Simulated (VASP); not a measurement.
# MgS (Niningerite) (Fm-3m) in VASP: single point with LDA

Aim: the single point of MgS (Niningerite) with LDA.

All numbers are computed with VASP 6.6.1; they aren't measurements. Logs are shortened: lines on timing, memory, paths and dates and some standing lists are left out, and cuts for length are marked.

**1. The cell of the first run**

It takes space group Fm-3m (No. 225, cubic). Conventional cell: a = 5.203 Å, b = 5.203 Å, c = 5.203 Å, α = 90.00°, β = 90.00°, γ = 90.00°. Mg (site symmetry m-3m) has 6 S at 2.60 Å within 3.4 Å. S (site symmetry m-3m) has 6 Mg at 2.60 Å within 3.4 Å.

**2. Single point, LDA**

The input, INCAR:

```
SYSTEM = MgS
PREC = Accurate
ENCUT = 600
EDIFF = 1E-6
ISMEAR = 0
SIGMA = 0.01
LREAL = .FALSE.
LASPH = .TRUE.
NELM = 120
ALGO = Normal
ISIF = 2
LWAVE = .FALSE.
LCHARG = .FALSE.
GGA = CA
NBANDS = 11
GGA_COMPAT = .FALSE.
```

The input, KPOINTS:

```
Automatic mesh
0
G
  7 7 7
  0 0 0
```

The input, POSCAR:

```
MgS
1.0
    0.0000000000      2.6016500000      2.6016500000
    2.6016500000      0.0000000000      2.6016500000
    2.6016500000      2.6016500000      0.0000000000
Mg S
1 1
Direct
    0.0000000000      0.0000000000      0.0000000000
    0.5000000000      0.5000000000      0.5000000000
```

Potentials or basis: VASP PAW LDA potentials, release 64 (Mg, S).

The run is started by

```sh
$ cat potpaw_LDA.64/Mg/POTCAR potpaw_LDA.64/S/POTCAR > POTCAR
$ mpirun -np 1 vasp_std > vasp.out
```

OUTCAR:

```text
SYSTEM = MgS
   PREC = Accurate
   ENCUT = 600
   EDIFF = 1E-6
   ISMEAR = 0
   LREAL = .FALSE.
   LASPH = .TRUE.
   NELM = 120
   ISIF = 2
   GGA = CA

 ion  position               nearest neighbor table
   1  0.000  0.000  0.000-   2 2.60   2 2.60   2 2.60   2 2.60   2 2.60   2 2.60
   2  0.500  0.500  0.500-   1 2.60   1 2.60   1 2.60   1 2.60   1 2.60   1 2.60

  LATTYP: Found a face centered cubic cell.
 ALAT       =     5.2033000000

  Lattice vectors:

 A1 = (   0.0000000000,   2.6016500000,   2.6016500000)
 A2 = (   2.6016500000,   0.0000000000,   2.6016500000)
 A3 = (   2.6016500000,   2.6016500000,   0.0000000000)

Analysis of symmetry for initial positions (statically):
=====================================================================
 Subroutine PRICEL returns:
 Original cell was already a primitive cell.

 Routine SETGRP: Setting up the symmetry group for a
 face centered cubic supercell.

 Subroutine GETGRP returns: Found 48 space group operations
 (whereof 48 operations were pure point group operations)
 out of a pool of 48 trial point group operations.

The static configuration has the point symmetry O_h .

Analysis of symmetry for dynamics (positions and initial velocities):
=====================================================================
 Subroutine PRICEL returns:
 Original cell was already a primitive cell.

 Routine SETGRP: Setting up the symmetry group for a
 face centered cubic supercell.

 Subroutine GETGRP returns: Found 48 space group operations
 (whereof 48 operations were pure point group operations)
 out of a pool of 48 trial point group operations.

The dynamic configuration has the point symmetry O_h .

 Subroutine INISYM returns: Found 48 space group operations
 (whereof 48 operations are pure point group operations),
 and found     1 'primitive' translations

----------------------------------------------------------------------------------------

                                     Primitive cell

  volume of cell :      35.2190

  direct lattice vectors                    reciprocal lattice vectors
     0.000000000  2.601650000  2.601650000    -0.192185728  0.192185728  0.192185728
     2.601650000  0.000000000  2.601650000     0.192185728 -0.192185728  0.192185728
     2.601650000  2.601650000  0.000000000     0.192185728  0.192185728 -0.192185728

  length of vectors
     3.679288715  3.679288715  3.679288715     0.332875446  0.332875446  0.332875446

  position of ions in fractional coordinates (direct lattice)
     0.000000000  0.000000000  0.000000000
     0.500000000  0.500000000  0.500000000

  ion indices of the primitive-cell ions
   primitive index   ion index
                 1           1
                 2           2

----------------------------------------------------------------------------------------

 KPOINTS: Automatic mesh

Automatic generation of k-mesh.
 Grid dimensions read from file:
 generate k-points for:    7    7    7

 Generating k-lattice:

  Cartesian coordinates                     Fractional coordinates (reciprocal lattice)
    -0.027455104  0.027455104  0.027455104     0.142857143  0.000000000  0.000000000
     0.027455104 -0.027455104  0.027455104     0.000000000  0.142857143  0.000000000
     0.027455104  0.027455104 -0.027455104     0.000000000  0.000000000  0.142857143

  Length of vectors
     0.047553635  0.047553635  0.047553635

  Shift w.r.t. Gamma in fractional coordinates (k-lattice)
     0.000000000  0.000000000  0.000000000

 Subroutine IBZKPT returns following result:
 ===========================================

 Found     20 irreducible k-points:

 Following reciprocal coordinates:
            Coordinates               Weight
  0.000000  0.000000  0.000000      1.000000
  0.142857  0.000000  0.000000      8.000000
  0.285714  0.000000  0.000000      8.000000
  0.428571  0.000000  0.000000      8.000000
  0.142857  0.142857  0.000000      6.000000
  0.285714  0.142857  0.000000     24.000000
[... 12 lines left out ...]
 -0.428571  0.428571  0.142857     24.000000
 -0.285714  0.428571  0.142857     24.000000
   k-points           NKPTS =     20   k-points in BZ     NKDIM =     20   number of bands    NBANDS=     11
   number of dos      NEDOS =    301   number of ions     NIONS =      2
   total plane-waves  NPLWV =  27000
   dimension x,y,z NGX =    30 NGY =   30 NGZ =   30
   dimension x,y,z NGXF=    60 NGYF=   60 NGZF=   60
   ions per type =               1   1
   NGX,Y,Z   is equivalent  to a cutoff of  13.56, 13.56, 13.56 a.u.
   NGXF,Y,Z  is equivalent  to a cutoff of  27.11, 27.11, 27.11 a.u.
 SYSTEM =  MgS
   PREC   = accura    normal or accurate (medium, high low for compatibility)
   ISTART =      0    job   : 0-new  1-cont  2-samecut
   ICHARG =      2    charge: 1-file 2-atom 10-const
   ISPIN  =      1    spin polarized calculation?
   LNONCOLLINEAR =      F non collinear calculations
   LSORBIT =      F    spin-orbit coupling
   LASPH  =      T    aspherical Exc in radial PAW
   ENCUT  =  600.0 eV  44.10 Ry    6.64 a.u.   7.35  7.35  7.35*2*pi/ulx,y,z
   NELM   =    120;   NELMIN=  2; NELMDL= -5     # of ELM steps
   EDIFF  = 0.1E-05   stopping-criterion for ELM
   LREAL  =      F    real-space projection
   EDIFFG = 0.1E-04   stopping-criterion for IOM
   NSW    =      0    number of steps for IOM
   IBRION =     -1    ionic relax: 0-MD 1-quasi-New 2-CG
   NFREE  =      0    steps in history (QN), initial steepest desc. (CG)
   ISIF   =      2    stress and relaxation
   ISYM   =      2    0-nonsym 1-usesym 2-fastsym
   POTIM  = 0.5000    time-step for ionic-motion
   TEBEG  =    0.0;   TEEND  =   0.0 temperature during run
   PSTRESS=    0.0 pullay stress
   NELECT =       8.0000    total number of electrons
   NUPDOWN=      -1.0000    fix difference up-down
   EMIN   =  10.00;   EMAX   =-10.00  energy-range for DOS
   EFERMI =   0.00;   METHOD = LEGACY
   ISMEAR =     0;   SIGMA  =   0.01  broadening in eV -4-tet -1-fermi 0-gaus
   EFERMI_NEDOS =   21; number of points for ismear=-14 and -15
   IALGO  =     38    algorithm
   IMIX   =      4    mixing-type and parameters
     AMIX     =   0.40;   BMIX     =  1.00
     AMIX_MAG =   1.60;   BMIX_MAG =  1.00
  volume/ion in A,a.u.               =      17.61       118.83
  Fermi-wavevector in a.u.,A,eV,Ry     =   0.998878  1.887606 13.575323  0.997758
  Thomas-Fermi vector in A             =   2.131131
   LORBIT       =      0    0 simple, 1 ext, 2 COOP (PROOUT), +10 PAW based schemes
   GGA     = CA    functional components
   LHFCALC =     F    Hartree Fock is set to
   AEXX    =    0.0000 exact exchange contribution
   IVDW    =     0    specifies the selected vdW correction
   LEPSILON=     F    determine dielectric tensor
   LRPA    =     F    only Hartree local field effects (RPA)
 non-spin polarized calculation
 Gauss-broadening in eV      SIGMA  =   0.01
  energy-cutoff  :      600.00
  volume of cell :       35.22
 maximum number of plane-waves:      1211
 NGX is ok and might be reduce to    30
   NGX = 15   NGY = 15   NGZ = 15

 number of electron       7.9999999 magnetization

 Free energy of the ion-electron system (eV)
  ---------------------------------------------------
  ext. energy  EPLUGINS =         0.00000000
  ---------------------------------------------------
  free energy    TOTEN  =        -9.57102224 eV

  energy without entropy =       -9.57102224  energy(sigma->0) =       -9.57102224

 E-fermi :   3.6461     XC(G=0):  -9.9878

 val. band max:        3.5811376731   @ k =   0.0000   0.0000   0.0000
 cond. band min:       6.3539397419   @ k =   0.4286   0.4286   0.0000
 fundamental gap:      2.7728020688
 Fermi energy:         3.6460895201

 k-point     1 :       0.0000    0.0000    0.0000
  band No.  band energies     occupation
      1      -9.0591      2.00000
      2       3.5811      2.00000
      3       3.5811      2.00000
      4       3.5811      2.00000
      5       7.0729      0.00000
      6      11.4180      0.00000
      7      11.4180      0.00000
      8      11.4180      0.00000
      9      13.8461      0.00000
     10      13.8461      0.00000
     11      15.9345      0.00000

 k-point     2 :       0.1429    0.0000    0.0000
  band No.  band energies     occupation
      1      -8.8601      2.00000
      2       2.2547      2.00000
      3       3.4511      2.00000
      4       3.4511      2.00000
      5       8.0370      0.00000
      6      11.0751      0.00000
      7      11.6861      0.00000
      8      11.6861      0.00000
      9      13.1013      0.00000
     10      13.1013      0.00000
     11      15.8765      0.00000

 k-point     3 :       0.2857    0.0000    0.0000
  band No.  band energies     occupation
      1      -8.3420      2.00000
      2       0.2459      2.00000
      3       3.1930      2.00000
      4       3.1930      2.00000
      5       8.2981      0.00000
      6      11.0277      0.00000
      7      11.0277      0.00000
      8      12.1552      0.00000
      9      14.2295      0.00000
     10      14.2295      0.00000
     11      15.0102      0.00000

 k-point     4 :       0.4286    0.0000    0.0000
  band No.  band energies     occupation
      1      -7.8149      2.00000
      2      -1.1275      2.00000
      3       3.0123      2.00000
      4       3.0123      2.00000
      5       8.0034      0.00000
      6      10.4046      0.00000
      7      10.4046      0.00000
      8      13.3635      0.00000
      9      15.2303      0.00000
     10      16.7664      0.00000
     11      16.7664      0.00000
[... 183 lines left out ...]
 k-point    18 :      -0.4286    0.2857    0.1429
  band No.  band energies     occupation
      1      -7.5444      2.00000
      2      -0.5295      2.00000
      3       1.1992      2.00000
      4       2.2953      2.00000
      5       8.8506      0.00000
      6       9.8851      0.00000
      7      11.6125      0.00000
      8      12.6863      0.00000
      9      15.6297      0.00000
     10      16.9966      0.00000
     11      18.6504      0.00000

 k-point    19 :      -0.4286    0.4286    0.1429
  band No.  band energies     occupation
      1      -7.4050      2.00000
      2      -0.3199      2.00000
      3       1.2236      2.00000
      4       1.6043      2.00000
      5       7.6149      0.00000
      6       9.3280      0.00000
      7      12.3811      0.00000
      8      14.0735      0.00000
      9      16.4181      0.00000
     10      18.1434      0.00000
     11      19.0670      0.00000

 k-point    20 :      -0.2857    0.4286    0.1429
  band No.  band energies     occupation
      1      -7.3365      2.00000
      2       0.1344      2.00000
      3       0.1949      2.00000
      4       1.6856      2.00000
      5       8.3233      0.00000
      6      10.7283      0.00000
      7      12.0153      0.00000
      8      12.2202      0.00000
      9      16.3552      0.00000
     10      17.1496      0.00000
     11      20.1538      0.00000

------------------------ aborting loop because EDIFF is reached ----------------------------------------

  FORCE on cell =-STRESS in cart. coord.  units (eV):
  Direction    XX          YY          ZZ          XY          YZ          ZX
  --------------------------------------------------------------------------------------
  -------------------------------------------------------------------------------------
  Total       -0.8397394     -0.8397394     -0.8397394     -0.0000000     -0.0000000      0.0000000
  in kB      -38.2013328    -38.2013328    -38.2013328     -0.0000000     -0.0000000      0.0000000
  external PRESSURE =     -38.2013328 kB  Pullay stress =       0.0000000 kB

 VOLUME and BASIS-vectors are now :
 -----------------------------------------------------------------------------
  energy-cutoff  :      600.00
  volume of cell :       35.22
      direct lattice vectors                 reciprocal lattice vectors
     0.000000000  2.601650000  2.601650000    -0.192185728  0.192185728  0.192185728
     2.601650000  0.000000000  2.601650000     0.192185728 -0.192185728  0.192185728
     2.601650000  2.601650000  0.000000000     0.192185728  0.192185728 -0.192185728

 POSITION                                       TOTAL-FORCE (eV/Angst)
 -----------------------------------------------------------------------------------
      0.00000      0.00000      0.00000        -0.000000     -0.000000     -0.000000
      2.60165      2.60165      2.60165         0.000000      0.000000      0.000000
 -----------------------------------------------------------------------------------
    total drift:                               -0.000000     -0.000000      0.000000

  FREE ENERGIE OF THE ION-ELECTRON SYSTEM (eV)
  ---------------------------------------------------
  free  energy   TOTEN  =        -9.5710222412 eV

  energy  without entropy=       -9.5710222412  energy(sigma->0) =       -9.57102224
```

Run time: 9.1 s. Hardware: 1 thread of Intel Xeon 6975P-C, shared host; peak memory 0.15 GiB.

Results:

| Property | Result |
| --- | --- |
| Free energy | -9.5710 eV |
| Pressure | -3.8 GPa |
| Band gap on the k mesh | 2.77 eV, indirect (least direct gap 3.49 eV) |
